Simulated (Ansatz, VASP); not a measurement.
## Ni: VASP beside Ansatz

```
Ni
1.0
    -2.97942    2.97985    1.22978
     2.97985   -2.97942    1.22978
     1.54967    1.54967   -1.22900
Ni
2
Direct
  0.00002 0.99998 0.00000
  0.74998 0.25002 0.50000
```

Alike in both runs: task single point; functional LDA; k mesh 17 × 17 × 17; occupations fermi-dirac, width 0.1 eV; no spin polarisation.

```csv
,VASP,Ansatz
version,VASP 6.6.1,Ansatz 0.2.0
potentials or method,"VASP PAW LDA potentials, release 64 (Ni), cutoff 520 eV","plane waves (420 eV) with PAW, scalar-relativistic"
valence electrons in the cell,20,36
```

Ansatz gave:

* pressure (GPa): -21.4
* traceless stress, the component that is largest in VASP (GPa): 0.59

Which values does VASP return?

Pressure (GPa): -21.1; traceless stress, the component that is largest in VASP (GPa): 0.55.

Ansatz warns that its potentials were made for another functional, while VASP's fit it. LDA's correlation is that of Perdew and Zunger in VASP and of Perdew and Wang (1992) in Ansatz. VASP's potentials hold 20 valence electrons a cell and Ansatz's 36, so a difference there can come from the potentials and not from the codes.
